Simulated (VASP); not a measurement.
Write the native input for VASP 6.6.1 that does the following.

| Property | Result |
| --- | --- |
| Task | single point |
| Functional | PBE |
| Potentials or basis | VASP PAW PBE potentials, release 64 (Nb_sv) |
| Cutoff | 520 eV |
| k mesh | 11 × 11 × 11 |
| Occupations | fermi-dirac, width 0.0612256 eV |
| Spin | no spin polarisation |
| Dipole correction | no |
| Further INCAR settings | ALGO = Normal; EDIFF = 1e-06; NBANDS = 20 |

The structure of Nb lies in POSCAR:

```
Nb
1.0
    0.0000000000      2.9753515391      2.9753515391
    2.9753515391      0.0000000000      2.9753515391
    2.9753515391      2.9753515391      0.0000000000
Nb
2
Direct
    0.0000000000      0.0000000000      0.0000000000
    0.2500000000      0.2500000000      0.2500000000
```

The input as run:

INCAR

```
PREC = Accurate
ENCUT = 520
EDIFF = 1E-6
ISMEAR = -1
SIGMA = 0.06122561905347299
LREAL = F
LASPH = T
NELM = 100
ALGO = Normal
ISIF = 2
LWAVE = F
LCHARG = F
GGA = PE
NBANDS = 20
```

KPOINTS

```
regular mesh
0
Gamma
  11 11 11
```

Potentials or basis: VASP PAW PBE potentials, release 64 (Nb_sv).

The run is started by

```sh
$ cat potpaw_PBE.64/Nb_sv/POTCAR > POTCAR
$ mpirun -np 1 vasp_std > vasp.out
```

It gave:

| Item | Value |
| --- | --- |
| Pressure | -1.3 GPa |
| Band gap on the k mesh | zero (band 13 reaches 6.81 eV, above the bottom of band 14 at 5.83 eV) |

It took 67 s on 1 thread of AMD EPYC 7R43 64-Core Processor (Zen 3), on a shared host, peak memory 0.16 GiB.
